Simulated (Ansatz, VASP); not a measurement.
# Two plane-wave programs on C3N4

```xyz
7
Lattice="2.3628 1.3642 3.0942 -2.3628 1.3642 3.0942 0.0000 -2.7284 3.0942" Properties=species:S:1:pos:R:3 pbc="T T T"
C     0.0000    1.2892    3.0929
C     1.1165   -0.6446    3.0929
C    -1.1165   -0.6446    3.0929
N     1.1577    0.6684    3.0931
N     0.0000   -1.3368    3.0931
N     0.0000    0.0000    6.1801
N    -1.1577    0.6684    3.0931
```

Alike in both runs: functional LDA; k mesh 6 × 6 × 6; occupations gaussian, width 0.1 eV; no spin polarisation.

Ansatz relaxed the structure, and its values are those at the end. VASP's run is a single point on that final structure, the one shown.

|  | VASP | Ansatz |
| --- | --- | --- |
| version | VASP 6.6.1 | Ansatz 0.2.0 |
| potentials or method | VASP PAW LDA potentials, release 64 (C, N), cutoff 520 eV | scalar-relativistic, plane waves, PAW |
| valence electrons in the cell | 32 | 32 |

```csv
,VASP,Ansatz,Ansatz less VASP
gap on the k mesh at the Fermi level (eV),1.00,1.04,+0.032
least direct gap on the mesh (eV),1.00,1.04,+0.032
pressure (GPa),1.1,-0.1,-1.19
rms of the force components (eV/Å),0.064,0.019,-0.0449
```

LDA's correlation is that of Perdew and Zunger in VASP and of Perdew and Wang (1992) in Ansatz.
